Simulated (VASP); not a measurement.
A run of VASP 6.6.1 is set up as follows.

Contents of INCAR:

```
PREC = Accurate ; ENCUT = 520
EDIFF = 1E-7 ; ISMEAR = 0
SIGMA = 0.1 ; LREAL = F
LASPH = T ; NELM = 150
ALGO = Normal ; ISIF = 2
LWAVE = F ; LCHARG = F
ISPIN = 2 ; MAGMOM = 3.28 -0.17
LORBIT = 11 ; LMAXMIX = 4
LDAU = T ; LDAUTYPE = 2
LDAUL = 2 -1 ; LDAUU = 6.2 0
LDAUJ = 0 0 ; LDAUPRINT = 1
GGA = PE ; NBANDS = 21
```

Contents of KPOINTS:

```
regular mesh
0
Gamma
  14 14 14
```

Contents of POSCAR:

```
WS
1.0
    0.0000000000      2.7419823685      2.7419823685
    2.7419823685      0.0000000000      2.7419823685
    2.7419823685      2.7419823685      0.0000000000
W S
1 1
Direct
    0.0000000000      0.0000000000      0.0000000000
    0.5000000000      0.5000000000      0.5000000000
```

Potentials or basis: VASP PAW PBE potentials, release 64 (W_sv, S).

Run with:

```bash
$ cat potpaw_PBE.64/W_sv/POTCAR potpaw_PBE.64/S/POTCAR > POTCAR
$ mpirun -np 1 vasp_std > vasp.out
```

Question: Estimate the pressure.

Answer: -5.0 GPa.

Question: What does it give for the net moment?

Answer: 3.72 μB per cell.

Eigenvalues of the final occupation matrices:
```tsv
site	spin	trace	eigenvalues
site 1 d	1	3.14	0.38 0.38 0.79 0.79 0.79
site 1 d	2	0.23	0.03 0.03 0.03 0.07 0.07
```

Caveat: spin-orbit coupling is left out, which moves the levels of the heavy elements. The state reached can hang on the start; a lower one may exist.
